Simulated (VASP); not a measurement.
# Na (P6_3/mmc) in VASP: notebook

Na is run at these levels: LDA; tasks: relaxation of cell and atoms, single point.

Everything below comes from runs of VASP 6.6.1. Logs are shortened: lines on timing, memory, paths and dates and some standing lists are left out, and cuts for length are marked.

## (1) The cell of the first run

The structure is hexagonal, space group P6_3/mmc (No. 194). Conventional cell: a = 3.810 Å, b = 3.810 Å, c = 5.410 Å, α = 90.00°, β = 90.00°, γ = 120.00°. Na (site symmetry -3m) has 8 Na at 2.58 to 2.70 Å within 3.4 Å. Na (site symmetry -6m2) has 12 Na at 2.58 to 3.49 Å within 3.5 Å.

This isn't the form of Na at room conditions, which is bcc.

## (2) Relaxation of cell and atoms, LDA, target pressure 22 GPa, at which the enthalpy is minimised

INCAR

```
ALGO = Normal ; EDIFF = 1E-6
EDIFFG = -0.005 ; ENCUT = 600
IBRION = 2 ; ISIF = 3
ISMEAR = -1 ; LASPH = T
LCHARG = F ; LREAL = F
LWAVE = F ; NELM = 100
NSW = 60 ; PREC = Accurate
PSTRESS = 220.0 ; SIGMA = 0.1
```

KPOINTS

```
k-points
0
Gamma
  10 10 6
```

POSCAR

```
Na
1.0
    3.8097202469      0.0000000000      0.0000000000
   -1.9048601234      3.2993145151      0.0000000000
    0.0000000000      0.0000000000      5.4098027506
Na
4
Direct
    0.0000000000      0.0000000000      0.0000000000
    0.0000000000      0.0000000000      0.5000000000
    0.3333333333      0.6666666667      0.2500000000
    0.6666666667      0.3333333333      0.7500000000
```

Potentials or basis: VASP PAW LDA potentials, release 64 (Na_pv).

Launch:

```bash
$ cat potpaw_LDA.64/Na_pv/POTCAR > POTCAR
$ mpirun -np 1 vasp_std > vasp.out
```

OUTCAR:

```text
EDIFF = 1E-6
   EDIFFG = -0.005
   ENCUT = 600
   IBRION = 2
   ISIF = 3
   ISMEAR = -1
   LASPH = T
   LREAL = F
   NELM = 100
   NSW = 60
   PREC = Accurate
   PSTRESS = 220.0

 ion  position               nearest neighbor table
   1  0.000  0.000  0.000-   3 2.58   4 2.58   3 2.58   4 2.58   4 2.58   3 2.58   2 2.70   2 2.70

   2  0.000  0.000  0.500-   3 2.58   4 2.58   3 2.58   4 2.58   4 2.58   3 2.58   1 2.70   1 2.70

   3  0.333  0.667  0.250-   1 2.58   2 2.58   1 2.58   2 2.58   1 2.58   2 2.58
   4  0.667  0.333  0.750-   1 2.58   2 2.58   1 2.58   2 2.58   1 2.58   2 2.58

  LATTYP: Found a hexagonal cell.
 ALAT       =     3.8097202469
 C/A-ratio  =     1.4200000000

  Lattice vectors:

 A1 = (   3.8097202469,   0.0000000000,   0.0000000000)
 A2 = (  -1.9048601234,   3.2993145151,   0.0000000000)
 A3 = (   0.0000000000,   0.0000000000,   5.4098027506)

Analysis of symmetry for initial positions (statically):
=====================================================================
 Subroutine PRICEL returns:
 Original cell was already a primitive cell.

 Routine SETGRP: Setting up the symmetry group for a
 hexagonal supercell.

 Subroutine GETGRP returns: Found 24 space group operations
 (whereof 12 operations were pure point group operations)
 out of a pool of 24 trial point group operations.

The static configuration has the point symmetry D_3d.
 The point group associated with its full space group is D_6h.

Analysis of symmetry for dynamics (positions and initial velocities):
=====================================================================
 Subroutine PRICEL returns:
 Original cell was already a primitive cell.

 Routine SETGRP: Setting up the symmetry group for a
 hexagonal supercell.

 Subroutine GETGRP returns: Found 24 space group operations
 (whereof 12 operations were pure point group operations)
 out of a pool of 24 trial point group operations.

The dynamic configuration has the point symmetry D_3d.
 The point group associated with its full space group is D_6h.

 Subroutine INISYM returns: Found 24 space group operations
 (whereof 12 operations are pure point group operations),
 and found     1 'primitive' translations

----------------------------------------------------------------------------------------

                                     Primitive cell

  volume of cell :      67.9983

  direct lattice vectors                    reciprocal lattice vectors
     3.809720247  0.000000000  0.000000000     0.262486465  0.151546631  0.000000000
    -1.904860123  3.299314515  0.000000000     0.000000000  0.303093262  0.000000000
     0.000000000  0.000000000  5.409802751     0.000000000  0.000000000  0.184849623

  length of vectors
     3.809720247  3.809720247  5.409802751     0.303093262  0.303093262  0.184849623

  position of ions in fractional coordinates (direct lattice)
     0.000000000  0.000000000  0.000000000
     0.000000000  0.000000000  0.500000000
     0.333333333  0.666666667  0.250000000
     0.666666667  0.333333333  0.750000000

  ion indices of the primitive-cell ions
   primitive index   ion index
                 1           1
                 2           2
                 3           3
                 4           4

----------------------------------------------------------------------------------------

 KPOINTS: k-points

Automatic generation of k-mesh.
 Grid dimensions read from file:
 generate k-points for:   10   10    6

 Generating k-lattice:

  Cartesian coordinates                     Fractional coordinates (reciprocal lattice)
     0.026248646  0.015154663  0.000000000     0.100000000  0.000000000  0.000000000
     0.000000000  0.030309326  0.000000000     0.000000000  0.100000000  0.000000000
     0.000000000  0.000000000  0.030808271     0.000000000  0.000000000  0.166666667

  Length of vectors
     0.030309326  0.030309326  0.030808271

  Shift w.r.t. Gamma in fractional coordinates (k-lattice)
     0.000000000  0.000000000  0.000000000

 Subroutine IBZKPT returns following result:
 ===========================================

 Found     56 irreducible k-points:

 Following reciprocal coordinates:
            Coordinates               Weight
  0.000000  0.000000  0.000000      1.000000
  0.100000  0.000000  0.000000      6.000000
  0.200000  0.000000  0.000000      6.000000
  0.300000  0.000000  0.000000      6.000000
  0.400000  0.000000  0.000000      6.000000
  0.500000  0.000000  0.000000      3.000000
[... 16 lines left out ...]
  0.300000  0.100000  0.166667     24.000000
  0.400000  0.100000  0.166667     24.000000
 [... further k-points ...]
   k-points           NKPTS =     56   k-points in BZ     NKDIM =     56   number of bands    NBANDS=     18
   number of dos      NEDOS =    301   number of ions     NIONS =      4
   total plane-waves  NPLWV =  43200
   dimension x,y,z NGX =    30 NGY =   30 NGZ =   48
   dimension x,y,z NGXF=    60 NGYF=   60 NGZF=   96
   ions per type =               4
   NGX,Y,Z   is equivalent  to a cutoff of  13.09, 13.09, 14.75 a.u.
   NGXF,Y,Z  is equivalent  to a cutoff of  26.18, 26.18, 29.50 a.u.
 SYSTEM =  unknown system
   PREC   = accura    normal or accurate (medium, high low for compatibility)
   ISTART =      0    job   : 0-new  1-cont  2-samecut
   ICHARG =      2    charge: 1-file 2-atom 10-const
   ISPIN  =      1    spin polarized calculation?
   LNONCOLLINEAR =      F non collinear calculations
   LSORBIT =      F    spin-orbit coupling
   LASPH  =      T    aspherical Exc in radial PAW
   ENCUT  =  600.0 eV  44.10 Ry    6.64 a.u.   7.61  7.61 10.80*2*pi/ulx,y,z
   NELM   =    100;   NELMIN=  2; NELMDL= -5     # of ELM steps
   EDIFF  = 0.1E-05   stopping-criterion for ELM
   LREAL  =      F    real-space projection
   EDIFFG = -.5E-02   stopping-criterion for IOM
   NSW    =     60    number of steps for IOM
   IBRION =      2    ionic relax: 0-MD 1-quasi-New 2-CG
   NFREE  =      1    steps in history (QN), initial steepest desc. (CG)
   ISIF   =      3    stress and relaxation
   ISYM   =      2    0-nonsym 1-usesym 2-fastsym
   POTIM  = 0.5000    time-step for ionic-motion
   TEBEG  =    0.0;   TEEND  =   0.0 temperature during run
   PSTRESS=  220.0 pullay stress
   NELECT =      28.0000    total number of electrons
   NUPDOWN=      -1.0000    fix difference up-down
   EMIN   =  10.00;   EMAX   =-10.00  energy-range for DOS
   EFERMI =   0.00;   METHOD = LEGACY
   ISMEAR =    -1;   SIGMA  =   0.10  broadening in eV -4-tet -1-fermi 0-gaus
   EFERMI_NEDOS =   21; number of points for ismear=-14 and -15
   IALGO  =     38    algorithm
   IMIX   =      4    mixing-type and parameters
     AMIX     =   0.40;   BMIX     =  1.00
     AMIX_MAG =   1.60;   BMIX_MAG =  1.00
  volume/ion in A,a.u.               =      17.00       114.72
  Fermi-wavevector in a.u.,A,eV,Ry     =   1.217946  2.301585 20.182786  1.483393
  Thomas-Fermi vector in A             =   2.353249
   LORBIT       =      0    0 simple, 1 ext, 2 COOP (PROOUT), +10 PAW based schemes
   GGA     = CA    functional components
   LHFCALC =     F    Hartree Fock is set to
   AEXX    =    0.0000 exact exchange contribution
   IVDW    =     0    specifies the selected vdW correction
   LEPSILON=     F    determine dielectric tensor
   LRPA    =     F    only Hartree local field effects (RPA)
 conjugate gradient relaxation of ions
 non-spin polarized calculation
  energy-cutoff  :      600.00
  volume of cell :       68.00
 maximum number of plane-waves:      2307
   NGX = 15   NGY = 15   NGZ = 21

--------------------------------------- Ionic step        1  -------------------------------------------

 number of electron      27.9999994 magnetization

 Free energy of the ion-electron system (eV)
  ---------------------------------------------------
  ext. energy  EPLUGINS =         0.00000000
  ---------------------------------------------------
  free energy    TOTEN  =        -2.08925667 eV

  energy without entropy =       -2.04892488  energy(sigma->0) =       -2.06909077

------------------------ aborting loop because EDIFF is reached ----------------------------------------

  FORCE on cell =-STRESS in cart. coord.  units (eV):
  Direction    XX          YY          ZZ          XY          YZ          ZX
  --------------------------------------------------------------------------------------
  -------------------------------------------------------------------------------------
  Total        9.1397128      9.1397128     11.0072047      0.0000000      0.0000000      0.0000000
  in kB      215.3500107    215.3500107    259.3518736      0.0000000      0.0000000      0.0000000
  external PRESSURE =      10.0172983 kB  Pullay stress =     220.0000000 kB
[... 99 lines left out ...]
  FREE ENERGIE OF THE ION-ELECTRON SYSTEM (eV)
  ---------------------------------------------------
  free  energy   TOTEN  =        -2.7354857504 eV

  energy  without entropy=       -2.6944702869  energy(sigma->0) =       -2.71497802

  enthalpy is  TOTEN    =         7.1626822639 eV   P V=        9.8981680143

 E-fermi :   3.5657     XC(G=0):  -9.3173

 val. band max:        3.5600764747   @ k =   0.3000   0.2000   0.1667
 cond. band min:       3.5859255079   @ k =   0.3000   0.3000   0.3333
 fundamental gap:      0.0258490332
 Fermi energy:         3.5657109655

 k-point     1 :       0.0000    0.0000    0.0000
  band No.  band energies     occupation
      1     -22.0480      2.00000
      2     -21.8128      2.00000
      3     -21.7816      2.00000
      4     -21.7281      2.00000
      5     -21.7281      2.00000
      6     -21.6538      2.00000
[... 10 lines left out ...]
     17      14.7233      0.00000
     18      15.4880      0.00000
[... 466 lines left out ...]
      2     -21.9875      2.00000
      3     -21.8628      2.00000
      4     -21.8235      2.00000
      5     -21.8018      2.00000
      6     -21.7465      2.00000
[... 10 lines left out ...]
     17       5.9815      0.00000
     18       7.1247      0.00000

 [... further k-points ...]

 E-fermi :   4.8740     XC(G=0): -10.0710

 val. band max:        4.8543913845   @ k =   0.4000   0.1000   0.1667
 cond. band min:       4.9493797965   @ k =   0.3000   0.2000   0.3333
 fundamental gap:      0.0949884119
 Fermi energy:         4.8739913745

 k-point     1 :       0.0000    0.0000    0.0000
  band No.  band energies     occupation
      1     -20.9726      2.00000
      2     -20.6842      2.00000
      3     -20.6633      2.00000
      4     -20.4136      2.00000
      5     -20.4136      2.00000
      6     -20.4073      2.00000
[... 10 lines left out ...]
     17       6.1691      0.00000
     18      12.5085      0.00000
[... 466 lines left out ...]
      2     -21.0333      2.00000
      3     -20.9970      2.00000
      4     -20.9725      2.00000
      5     -20.6386      2.00000
      6     -20.6026      2.00000
[... 10 lines left out ...]
     17       8.1726      0.00000
     18       8.9195      0.00000

 [... further k-points ...]

[... ionic steps 4 to 21 ...]

--------------------------------------- Ionic step       22  -------------------------------------------

 number of electron      27.9999925 magnetization

------------------------ aborting loop because EDIFF is reached ----------------------------------------

  FORCE on cell =-STRESS in cart. coord.  units (eV):
  Direction    XX          YY          ZZ          XY          YZ          ZX
  --------------------------------------------------------------------------------------
  -------------------------------------------------------------------------------------
  Total        9.2591729      9.2591729      9.2106764      0.0000000      0.0000000     -0.0000000
  in kB      220.9582346    220.9582345    219.8009281      0.0000001      0.0000000     -0.0000000
  external PRESSURE =       0.5724657 kB  Pullay stress =     220.0000000 kB
[... 65 lines left out ...]
  enthalpy is  TOTEN    =         6.1901681235 eV   P V=        9.2174886490

--------------------------------------- Ionic step       24  -------------------------------------------

 number of electron      27.9999923 magnetization

 Free energy of the ion-electron system (eV)
  ---------------------------------------------------
  ext. energy  EPLUGINS =         0.00000000
  ---------------------------------------------------
  free energy    TOTEN  =        -3.02865706 eV

  energy without entropy =       -2.99094710  energy(sigma->0) =       -3.00980208

 E-fermi :   3.7587     XC(G=0):  -9.4369

 val. band max:        3.6972608591   @ k =   0.3000   0.0000   0.3333
 cond. band min:       3.7732417751   @ k =   0.1000   0.0000   0.3333
 fundamental gap:      0.0759809160
 Fermi energy:         3.7587380807

 k-point     1 :       0.0000    0.0000    0.0000
  band No.  band energies     occupation
      1     -21.7253      2.00000
      2     -21.4752      2.00000
      3     -21.4716      2.00000
      4     -21.3239      2.00000
      5     -21.3239      2.00000
      6     -21.2859      2.00000
[... 10 lines left out ...]
     17       6.0788      0.00000
     18      13.5364      0.00000
[... 466 lines left out ...]
      2     -21.6482      2.00000
      3     -21.5629      2.00000
      4     -21.5518      2.00000
      5     -21.4597      2.00000
      6     -21.4248      2.00000
[... 10 lines left out ...]
     17       6.4620      0.00000
     18       7.4408      0.00000

 [... further k-points ...]

------------------------ aborting loop because EDIFF is reached ----------------------------------------

  FORCE on cell =-STRESS in cart. coord.  units (eV):
  Direction    XX          YY          ZZ          XY          YZ          ZX
  --------------------------------------------------------------------------------------
  -------------------------------------------------------------------------------------
  Total        9.2351801      9.2351800      9.2133327      0.0000000      0.0000000      0.0000000
  in kB      220.3904195    220.3904194    219.8690502      0.0000001      0.0000000      0.0000000
  external PRESSURE =       0.2166297 kB  Pullay stress =     220.0000000 kB
[... 19 lines left out ...]
  FREE ENERGIE OF THE ION-ELECTRON SYSTEM (eV)
  ---------------------------------------------------
  free  energy   TOTEN  =        -3.0286570580 eV

  energy  without entropy=       -2.9909471007  energy(sigma->0) =       -3.00980208

  enthalpy is  TOTEN    =         6.1901629628 eV   P V=        9.2188200209

 reached required accuracy - stopping structural energy minimisation
```

Wall time 20 min (1 thread of Intel Xeon 8259CL, shared host); peak memory 0.21 GiB.

What came out:

- Free energy: -3.0287 eV
- Relaxed volume: 16.78 Å³/atom
- Relaxed cell: a = 2.954 Å, b = 2.954 Å, c = 8.882 Å, α = 90.00°, β = 90.00°, γ = 120.00°
- Space group after relaxing (to 0.1 Å): P6_3/mmc (No. 194)
- Energy change on relaxing (the run minimises the enthalpy): -234.9 meV/atom
- Ionic steps: 24
- Pressure after relaxing: 22.0 GPa
- Band gap on the k mesh: zero (bands 14 and 15 overlap by 5.18 eV)

Step by step:
```tsv
step	energy change (eV)	largest force (eV/Å)	pressure (GPa)	volume (Å³)
1	0.0000	0.0000	23.00	68.00
2	-0.1742	0.0000	22.01	69.04
3	-0.6462	0.0000	18.94	72.08
4	-0.8065	0.0000	18.02	73.21
5	-0.8189	0.0000	17.90	73.21
6	-0.8530	0.0000	17.83	73.19
7	-0.9091	0.0000	17.83	73.02
8	-0.9801	0.0000	18.15	72.26
9	-0.9380	0.0000	20.82	69.14
10	0.9797	0.0000	33.64	57.89
11	-0.7452	0.0000	23.84	66.38
12	-0.1993	0.0000	28.27	62.45
13	-0.3790	0.0000	27.09	63.47
14	-0.3188	0.0000	27.46	63.11
15	-0.4667	0.0000	24.33	64.40
16	-0.3861	0.0000	26.52	63.54
17	-0.5299	0.0000	25.37	64.41
18	-0.9228	0.0000	22.19	67.02
19	-0.9508	0.0000	21.94	67.22
20	-0.9406	0.0000	22.04	67.15
21	-0.9403	0.0000	22.05	67.14
22	-0.9396	0.0000	22.06	67.14
23	-0.9381	0.0000	22.09	67.13
24	-0.9394	0.0000	22.02	67.14
```

Final structure:
```
CELL_PARAMETERS angstrom
2.95439 0.00000 0.00000
-1.47720 2.55858 0.00000
0.00000 0.00000 8.88171
ATOMIC_POSITIONS crystal
Na 0.00000 0.00000 0.00000
Na 0.00000 0.00000 0.50000
Na 0.33333 0.66667 0.25000
Na 0.66667 0.33333 0.75000
```

Caveat: the cell is relaxed towards a set pressure, so the run minimises the enthalpy, not the energy; a cell axis changed by over 15 % at a fixed basis, so the end point is rough.

(Part 1 of 2 ends here.)

The gap in the log of VASP goes by the Fermi energy; the results here count the filled bands.